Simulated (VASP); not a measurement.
# BN (P6_3/mmc) in VASP: further runs

The runs below take BN through single point, with LDA.

Program: VASP 6.6.1. These are calculated values, not measurements. Logs are shortened: lines on timing, memory, paths and dates and some standing lists are left out, and cuts for length are marked.

## (1) The cell of the first run

The structure is hexagonal, space group P6_3/mmc (No. 194). Conventional cell: a = 2.328 Å, b = 2.328 Å, c = 6.532 Å, α = 90.00°, β = 90.00°, γ = 120.00°. B (site symmetry -6m2) has 3 N at 1.34 Å within 1.8 Å. N (site symmetry -6m2) has 3 B at 1.34 Å within 1.8 Å.

## (2) Single point, LDA (volume 7.663 Å^3 an atom, c/a of the conventional cell 2.8061)

INCAR reads:

```
SYSTEM = BN
  ALGO = Normal
  EDIFF = 1E-6
  ENCUT = 520
  GGA = CA
  ISIF = 2
  ISMEAR = 0
  LASPH = .TRUE.
  LCHARG = .TRUE.
  LELF = .TRUE.
  LREAL = .FALSE.
  LVHAR = .TRUE.
  LWAVE = .FALSE.
  NBANDS = 16
  NELM = 80
  PREC = Accurate
  SIGMA = 0.05
```

KPOINTS reads:

```
k-points
0
G
  12 12 4
  0 0 0
```

POSCAR reads:

```
BN
1.0
    2.3277786494      0.0000000000      0.0000000000
   -1.1638893247      2.0159154447      0.0000000000
    0.0000000000      0.0000000000      6.5319796680
B N
2 2
Direct
    0.3333333333      0.6666666667      0.2500000000
    0.6666666667      0.3333333333      0.7500000000
    0.3333333333      0.6666666667      0.7500000000
    0.6666666667      0.3333333333      0.2500000000
```

Potentials or basis: VASP PAW LDA potentials, release 64 (B, N).

Run with:

```sh
$ cat potpaw_LDA.64/B/POTCAR potpaw_LDA.64/N/POTCAR > POTCAR
$ mpirun -np 1 vasp_std > vasp.out
```

OUTCAR:

```text
SYSTEM = BN
   EDIFF = 1E-6
   ENCUT = 520
   GGA = CA
   ISIF = 2
   ISMEAR = 0
   LASPH = .TRUE.
   LREAL = .FALSE.
   NELM = 80
   PREC = Accurate

 ion  position               nearest neighbor table
   1  0.333  0.667  0.250-   4 1.34   4 1.34   4 1.34
   2  0.667  0.333  0.750-   3 1.34   3 1.34   3 1.34
   3  0.333  0.667  0.750-   2 1.34   2 1.34   2 1.34
   4  0.667  0.333  0.250-   1 1.34   1 1.34   1 1.34

  LATTYP: Found a hexagonal cell.
 ALAT       =     2.3277786494
 C/A-ratio  =     2.8061000000

  Lattice vectors:

 A1 = (   2.3277786494,   0.0000000000,   0.0000000000)
 A2 = (  -1.1638893247,   2.0159154447,   0.0000000000)
 A3 = (   0.0000000000,   0.0000000000,   6.5319796680)

Analysis of symmetry for initial positions (statically):
=====================================================================
 Subroutine PRICEL returns:
 Original cell was already a primitive cell.

 Routine SETGRP: Setting up the symmetry group for a
 hexagonal supercell.

 Subroutine GETGRP returns: Found 24 space group operations
 (whereof 12 operations were pure point group operations)
 out of a pool of 24 trial point group operations.

The static configuration has the point symmetry D_3d.
 The point group associated with its full space group is D_6h.

Analysis of symmetry for dynamics (positions and initial velocities):
=====================================================================
 Subroutine PRICEL returns:
 Original cell was already a primitive cell.

 Routine SETGRP: Setting up the symmetry group for a
 hexagonal supercell.

 Subroutine GETGRP returns: Found 24 space group operations
 (whereof 12 operations were pure point group operations)
 out of a pool of 24 trial point group operations.

The dynamic configuration has the point symmetry D_3d.
 The point group associated with its full space group is D_6h.

 Subroutine INISYM returns: Found 24 space group operations
 (whereof 12 operations are pure point group operations),
 and found     1 'primitive' translations

----------------------------------------------------------------------------------------

                                     Primitive cell

  volume of cell :      30.6520

  direct lattice vectors                    reciprocal lattice vectors
     2.327778649  0.000000000  0.000000000     0.429594111  0.248026276  0.000000000
    -1.163889325  2.015915445  0.000000000     0.000000000  0.496052552  0.000000000
     0.000000000  0.000000000  6.531979668     0.000000000  0.000000000  0.153092944

  length of vectors
     2.327778649  2.327778649  6.531979668     0.496052552  0.496052552  0.153092944

  position of ions in fractional coordinates (direct lattice)
     0.333333333  0.666666667  0.250000000
     0.666666667  0.333333333  0.750000000
     0.333333333  0.666666667  0.750000000
     0.666666667  0.333333333  0.250000000

  ion indices of the primitive-cell ions
   primitive index   ion index
                 1           1
                 2           2
                 3           3
                 4           4

----------------------------------------------------------------------------------------

 KPOINTS: k-points

Automatic generation of k-mesh.
 Grid dimensions read from file:
 generate k-points for:   12   12    4

 Generating k-lattice:

  Cartesian coordinates                     Fractional coordinates (reciprocal lattice)
     0.035799509  0.020668856  0.000000000     0.083333333  0.000000000  0.000000000
     0.000000000  0.041337713  0.000000000     0.000000000  0.083333333  0.000000000
     0.000000000  0.000000000  0.038273236     0.000000000  0.000000000  0.250000000

  Length of vectors
     0.041337713  0.041337713  0.038273236

  Shift w.r.t. Gamma in fractional coordinates (k-lattice)
     0.000000000  0.000000000  0.000000000

 Subroutine IBZKPT returns following result:
 ===========================================

 Found     57 irreducible k-points:

 Following reciprocal coordinates:
            Coordinates               Weight
  0.000000  0.000000  0.000000      1.000000
  0.083333  0.000000  0.000000      6.000000
  0.166667  0.000000  0.000000      6.000000
  0.250000  0.000000  0.000000      6.000000
  0.333333  0.000000  0.000000      6.000000
  0.416667  0.000000  0.000000      6.000000
[... 16 lines left out ...]
  0.250000  0.000000  0.250000     12.000000
  0.333333  0.000000  0.250000     12.000000
 [... further k-points ...]
   k-points           NKPTS =     57   k-points in BZ     NKDIM =     57   number of bands    NBANDS=     16
   number of dos      NEDOS =    301   number of ions     NIONS =      4
   total plane-waves  NPLWV =  16200
   dimension x,y,z NGX =    18 NGY =   18 NGZ =   50
   dimension x,y,z NGXF=    36 NGYF=   36 NGZF=  100
   ions per type =               2   2
   NGX,Y,Z   is equivalent  to a cutoff of  12.86, 12.86, 12.73 a.u.
   NGXF,Y,Z  is equivalent  to a cutoff of  25.71, 25.71, 25.45 a.u.
 SYSTEM =  BN
   PREC   = accura    normal or accurate (medium, high low for compatibility)
   ISTART =      0    job   : 0-new  1-cont  2-samecut
   ICHARG =      2    charge: 1-file 2-atom 10-const
   ISPIN  =      1    spin polarized calculation?
   LNONCOLLINEAR =      F non collinear calculations
   LSORBIT =      F    spin-orbit coupling
   LASPH  =      T    aspherical Exc in radial PAW
   ENCUT  =  520.0 eV  38.22 Ry    6.18 a.u.   4.33  4.33 12.15*2*pi/ulx,y,z
   NELM   =     80;   NELMIN=  2; NELMDL= -5     # of ELM steps
   EDIFF  = 0.1E-05   stopping-criterion for ELM
   LREAL  =      F    real-space projection
   EDIFFG = 0.1E-04   stopping-criterion for IOM
   NSW    =      0    number of steps for IOM
   IBRION =     -1    ionic relax: 0-MD 1-quasi-New 2-CG
   NFREE  =      0    steps in history (QN), initial steepest desc. (CG)
   ISIF   =      2    stress and relaxation
   ISYM   =      2    0-nonsym 1-usesym 2-fastsym
   POTIM  = 0.5000    time-step for ionic-motion
   TEBEG  =    0.0;   TEEND  =   0.0 temperature during run
   PSTRESS=    0.0 pullay stress
   NELECT =      16.0000    total number of electrons
   NUPDOWN=      -1.0000    fix difference up-down
   EMIN   =  10.00;   EMAX   =-10.00  energy-range for DOS
   EFERMI =   0.00;   METHOD = LEGACY
   ISMEAR =     0;   SIGMA  =   0.05  broadening in eV -4-tet -1-fermi 0-gaus
   EFERMI_NEDOS =   21; number of points for ismear=-14 and -15
   IALGO  =     38    algorithm
   IMIX   =      4    mixing-type and parameters
     AMIX     =   0.40;   BMIX     =  1.00
     AMIX_MAG =   1.60;   BMIX_MAG =  1.00
  volume/ion in A,a.u.               =       7.66        51.71
  Fermi-wavevector in a.u.,A,eV,Ry     =   1.318141  2.490925 23.640066  1.737496
  Thomas-Fermi vector in A             =   2.448132
   LORBIT       =      0    0 simple, 1 ext, 2 COOP (PROOUT), +10 PAW based schemes
   GGA     = CA    functional components
   LHFCALC =     F    Hartree Fock is set to
   AEXX    =    0.0000 exact exchange contribution
   IVDW    =     0    specifies the selected vdW correction
   LEPSILON=     F    determine dielectric tensor
   LRPA    =     F    only Hartree local field effects (RPA)
 non-spin polarized calculation
 Gauss-broadening in eV      SIGMA  =   0.05
  energy-cutoff  :      520.00
  volume of cell :       30.65
 maximum number of plane-waves:       852
 NGX is ok and might be reduce to    18
   NGX =  9   NGY =  9   NGZ = 25

 number of electron      15.9999999 magnetization

 Free energy of the ion-electron system (eV)
  ---------------------------------------------------
  ext. energy  EPLUGINS =         0.00000000
  ---------------------------------------------------
  free energy    TOTEN  =       -37.32501681 eV

  energy without entropy =      -37.32501681  energy(sigma->0) =      -37.32501681

 E-fermi :   3.6085     XC(G=0): -11.0903

 val. band max:        3.3201073367   @ k =   0.3333   0.3333   0.5000
 cond. band min:       7.6654615528   @ k =   0.5000   0.0000   0.0000
 fundamental gap:      4.3453542161
 Fermi energy:         3.6085354695

 k-point     1 :       0.0000    0.0000    0.0000
  band No.  band energies     occupation
      1     -15.6400      2.00000
      2     -15.3080      2.00000
      3      -4.2776      2.00000
      4      -2.0554      2.00000
      5       2.2877      2.00000
      6       2.2877      2.00000
[... 8 lines left out ...]
     15      18.9194      0.00000
     16      19.2156      0.00000

 k-point     2 :       0.0833    0.0000    0.0000
  band No.  band energies     occupation
      1     -15.4823      2.00000
      2     -15.1559      2.00000
      3      -4.0544      2.00000
      4      -1.8503      2.00000
      5       1.6801      2.00000
      6       1.7055      2.00000
[... 8 lines left out ...]
     15      18.2723      0.00000
     16      19.5195      0.00000

 k-point     3 :       0.1667    0.0000    0.0000
  band No.  band energies     occupation
      1     -15.0158      2.00000
      2     -14.7059      2.00000
      3      -3.3915      2.00000
      4      -1.2450      2.00000
      5       0.1141      2.00000
      6       0.1466      2.00000
[... 8 lines left out ...]
     15      19.4963      0.00000
     16      20.1824      0.00000

 k-point     4 :       0.2500    0.0000    0.0000
  band No.  band energies     occupation
      1     -14.2646      2.00000
      2     -13.9828      2.00000
      3      -2.3140      2.00000
      4      -1.9163      2.00000
      5      -1.8612      2.00000
      6      -0.2776      2.00000
[... 8 lines left out ...]
     15      21.2846      0.00000
     16      22.1791      0.00000

 k-point     5 :       0.3333    0.0000    0.0000
  band No.  band energies     occupation
      1     -13.2906      2.00000
      2     -13.0533      2.00000
      3      -3.9845      2.00000
      4      -3.9063      2.00000
      5      -0.8880      2.00000
      6      -0.4990      2.00000
[... 8 lines left out ...]
     15      21.1786      0.00000
     16      24.2844      0.00000

 k-point     6 :       0.4167    0.0000    0.0000
  band No.  band energies     occupation
      1     -12.2713      2.00000
      2     -12.1108      2.00000
      3      -5.6913      2.00000
      4      -5.6155      2.00000
      5      -0.9983      2.00000
      6      -0.9447      2.00000
[... 8 lines left out ...]
     15      19.5976      0.00000
     16      23.1714      0.00000
[... 267 lines left out ...]
 k-point    21 :       0.0833    0.0000    0.2500
  band No.  band energies     occupation
      1     -15.4373      2.00000
      2     -15.2067      2.00000
      3      -3.7840      2.00000
      4      -2.2466      2.00000
      5       1.6850      2.00000
      6       1.7041      2.00000
[... 8 lines left out ...]
     15      18.3491      0.00000
     16      19.0263      0.00000

 k-point    22 :       0.1667    0.0000    0.2500
  band No.  band energies     occupation
      1     -14.9730      2.00000
      2     -14.7540      2.00000
      3      -3.1287      2.00000
      4      -1.6332      2.00000
      5       0.1222      2.00000
      6       0.1495      2.00000
[... 8 lines left out ...]
     15      19.4017      0.00000
     16      19.4795      0.00000

 k-point    23 :       0.2500    0.0000    0.2500
  band No.  band energies     occupation
      1     -14.2254      2.00000
      2     -14.0263      2.00000
      3      -2.1126      2.00000
      4      -1.8796      2.00000
      5      -1.8549      2.00000
      6      -0.6239      2.00000
[... 8 lines left out ...]
     15      22.1948      0.00000
     16      22.2785      0.00000

 k-point    24 :       0.3333    0.0000    0.2500
  band No.  band energies     occupation
      1     -13.2573      2.00000
      2     -13.0895      2.00000
      3      -3.9768      2.00000
      4      -3.9209      2.00000
      5      -0.6498      2.00000
      6      -0.4914      2.00000
[... 8 lines left out ...]
     15      22.1834      0.00000
     16      23.9342      0.00000

 [... further k-points ...]

------------------------ aborting loop because EDIFF is reached ----------------------------------------

  FORCE on cell =-STRESS in cart. coord.  units (eV):
  Direction    XX          YY          ZZ          XY          YZ          ZX
  --------------------------------------------------------------------------------------
  -------------------------------------------------------------------------------------
  Total       19.4304227     19.4304227     -0.0550746     -0.0000000      0.0000000      0.0000000
  in kB     1015.6264784   1015.6264783     -2.8787466     -0.0000000      0.0000000      0.0000000
  external PRESSURE =     676.1247367 kB  Pullay stress =       0.0000000 kB

 VOLUME and BASIS-vectors are now :
 -----------------------------------------------------------------------------
  energy-cutoff  :      520.00
  volume of cell :       30.65
      direct lattice vectors                 reciprocal lattice vectors
     2.327778649  0.000000000  0.000000000     0.429594111  0.248026276  0.000000000
    -1.163889325  2.015915445  0.000000000     0.000000000  0.496052552  0.000000000
     0.000000000  0.000000000  6.531979668     0.000000000  0.000000000  0.153092944

 POSITION                                       TOTAL-FORCE (eV/Angst)
 -----------------------------------------------------------------------------------
     -0.00000      1.34394      1.63299        -0.000000     -0.000000      0.000000
      1.16389      0.67197      4.89898        -0.000000      0.000000      0.000000
     -0.00000      1.34394      4.89898        -0.000000     -0.000000      0.000000
      1.16389      0.67197      1.63299         0.000000      0.000000      0.000000
 -----------------------------------------------------------------------------------
    total drift:                               -0.000000      0.000000      0.000000

  FREE ENERGIE OF THE ION-ELECTRON SYSTEM (eV)
  ---------------------------------------------------
  free  energy   TOTEN  =       -37.3250168131 eV

  energy  without entropy=      -37.3250168131  energy(sigma->0) =      -37.32501681
```

Run time: 9.8 s. Hardware: 1 thread of Intel Xeon 6975P-C (Granite Rapids), shared host; peak memory 0.14 GiB.

Results:

```yaml
Free_energy: -37.3250 eV
Pressure: 67.6 GPa
Band_gap_on_the_k_mesh: 4.35 eV, indirect (least direct gap 5.01 eV)
```

Levels at points of the mesh, in eV from the valence-band top:
| k point | band 4 | band 5 | band 6 | band 7 | band 8 | band 9 | band 10 | band 11 | band 12 | band 13 |
| --- | --- | --- | --- | --- | --- | --- | --- | --- | --- | --- |
| (0.00, 0.00, 0.00) | -5.38 | -1.03 | -1.03 | -1.00 | -1.00 | 4.79 | 10.68 | 13.35 | 13.35 | 13.47 |
| (0.50, 0.00, 0.00) | -9.71 | -4.49 | -4.44 | -1.72 | -0.66 | 4.35 | 5.99 | 11.33 | 12.45 | 13.10 |
| (0.00, 0.00, 0.50) | -6.61 | -1.02 | -1.02 | -1.02 | -1.02 | 7.46 | 7.46 | 13.41 | 13.41 | 13.41 |
| (0.50, 0.00, 0.50) | -9.73 | -4.46 | -4.46 | -1.18 | -1.18 | 4.92 | 4.92 | 12.23 | 12.23 | 14.44 |

 A k mesh can miss the band edges.

(Part 1 of 2 ends here.)
